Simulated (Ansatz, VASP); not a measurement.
# Two plane-wave programs on TaWC2

The input INCAR:

```
  PREC = Accurate
  ENCUT = 900
  EDIFF = 1E-6
  ISMEAR = -1
  SIGMA = 0.05
  LREAL = False
  LASPH = True
  NELM = 100
  ALGO = Normal
  ISIF = 2
  LWAVE = False
  LCHARG = False
  LMAXMIX = 4
  GGA = PE
  NBANDS = 24
```

KPOINTS

```
regular mesh
0
Gamma
  7 7 7
```

The input POSCAR:

```
TaWC2
1.0
    1.5718551461      0.9075109917      5.1016196719
   -1.5718551461      0.9075109917      5.1016196719
    0.0000000000     -1.8150219835      5.1016196719
W Ta C
1 1 2
Direct
    0.0000000000      0.0000000000      0.0000000000
    0.5000000000      0.5000000000      0.5000000000
    0.2509330000      0.2509330000      0.2509330000
    0.7490670000      0.7490670000      0.7490670000
```

KPOINTS_OPT

```
path GLB1,BZGX,QFP1Z,LP
15
line-mode
reciprocal
 0.0000000000  0.0000000000  0.0000000000  G
 0.5000000000  0.0000000000  0.0000000000  L

 0.5000000000  0.0000000000  0.0000000000  L
 0.5000000000  0.1877624847 -0.1877624847  B1

 0.8122375153  0.5000000000  0.1877624847  B
 0.5000000000  0.5000000000  0.5000000000  Z

 0.5000000000  0.5000000000  0.5000000000  Z
 0.0000000000  0.0000000000  0.0000000000  G

 0.0000000000  0.0000000000  0.0000000000  G
 0.3438812424  0.0000000000 -0.3438812424  X

 0.6561187576  0.3438812424  0.0000000000  Q
 0.5000000000  0.5000000000  0.0000000000  F

 0.5000000000  0.5000000000  0.0000000000  F
 0.6561187576  0.6561187576  0.1877624847  P1

 0.6561187576  0.6561187576  0.1877624847  P1
 0.5000000000  0.5000000000  0.5000000000  Z

 0.5000000000  0.0000000000  0.0000000000  L
 0.8122375153  0.3438812424  0.3438812424  P
```

Contents of input.yaml:

```yaml
crystal:
  lattice:
    - [1.5718551461, 0.9075109917, 5.1016196719]
    - [-1.5718551461, 0.9075109917, 5.1016196719]
    - [0.0, -1.8150219835, 5.1016196719]
  atoms:
    - { symbol: W, position: [0.0, 0.0, 0.0] }
    - { symbol: Ta, position: [0.5, 0.5, 0.5] }
    - { symbol: C, position: [0.250933, 0.250933, 0.250933] }
    - { symbol: C, position: [0.749067, 0.749067, 0.749067] }
hamiltonian:
  xc: pbe
  pseudopotentials: { kind: paw }
kpoints:
  mp_grid: { grid: [7, 7, 7] }
  band_path:
    path:
      - [[0.0, 0.0, 0.0], [0.5, 0.0, 0.0], [0.5, 0.1877624847, -0.1877624847]]
      - [[0.8122375153, 0.5, 0.1877624847], [0.5, 0.5, 0.5], [0.0, 0.0, 0.0], [0.3438812424, 0.0, -0.3438812424]]
      - [[0.6561187576, 0.3438812424, 0.0], [0.5, 0.5, 0.0], [0.6561187576, 0.6561187576, 0.1877624847], [0.5, 0.5, 0.5]]
      - [[0.5, 0.0, 0.0], [0.8122375153, 0.3438812424, 0.3438812424]]
    npoints: 14
scf:
  occupations: { method: fermi_dirac, width: 0.05 }
  n_extra_bands: 10
output:
  forces: true
  stress: true
  eigenvalues: true
  fatbands: false
```

Alike in both runs: task band structure; functional PBE; k mesh 7 × 7 × 7; occupations fermi-dirac, width 0.05 eV; no spin polarisation.

```csv
,VASP,Ansatz
version,VASP 6.6.1,Ansatz 0.2.0
potentials or method,"VASP PAW PBE potentials, release 64 (W_sv, Ta_pv, C_s)",Ansatz PAW
plane-wave cutoff (eV),900,420
valence electrons in the cell,33,35
```

```csv
,VASP,Ansatz,Ansatz less VASP
gap on the k mesh at the Fermi level (eV),none,none,-
pressure (GPa),-1.7,-2.5,-0.81
"traceless stress, the component that is largest in VASP (GPa)",-1.37,-1.39,-0.014
rms of the force components (eV/Å),0.015,0.013,-0.0020
```

Atom by atom the forces differ by 0.002 eV/Å (rms over components). A gap of «none» marks a metal or a gap that the smearing closes. The functional is the same, so the differences come from potentials, cutoffs and numerics. VASP's potentials hold 33 valence electrons a cell and Ansatz's 35, so a difference there can come from the potentials and not from the codes.

Neither program's run includes spin-orbit coupling.
